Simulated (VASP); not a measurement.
Here is a VASP 6.6.1 calculation.

Contents of INCAR:

```
SYSTEM = Os
ALGO = Normal ; EDIFF = 1E-6
ENCUT = 520 ; GGA = PS
ISIF = 2 ; ISMEAR = 0
LASPH = .True. ; LCHARG = .False.
LREAL = .False. ; LWAVE = .False.
NBANDS = 15 ; NELM = 80
PREC = Accurate ; SIGMA = 0.15
```

Contents of KPOINTS:

```
k-points
0
Gamma
  18 18 12
  0 0 0
```

Contents of POSCAR:

```
Os
1.0
    2.8434639745      0.0000000000      0.0000000000
   -1.4217319873      2.4625120367      0.0000000000
    0.0000000000      0.0000000000      4.3197000000
Os
2
Direct
    0.3333333333      0.6666666667      0.2500000000
    0.6666666667      0.3333333333      0.7500000000
```

Potentials or basis: VASP PAW PBE potentials, release 64 (Os).

Command:

```console
$ cat potpaw_PBE.64/Os/POTCAR > POTCAR
$ mpirun -np 1 vasp_std > vasp.out
```

(1) What does it give for the pressure?

(2) Predict the band gap on the k mesh.

## Answers

(1) -29.0 GPa.

(2) zero (bands 8 and 9 overlap by 3.49 eV).

Caveat: the cell differs from its parent crystal (strain +0.040 along x and y, +0.000 along z); the stress differs along the axes, from -34 to -19 GPa; the PAW data sets were made with another functional, which shifts forces and pressure a little; spin-orbit coupling is left out, which moves the levels of the heavy elements.
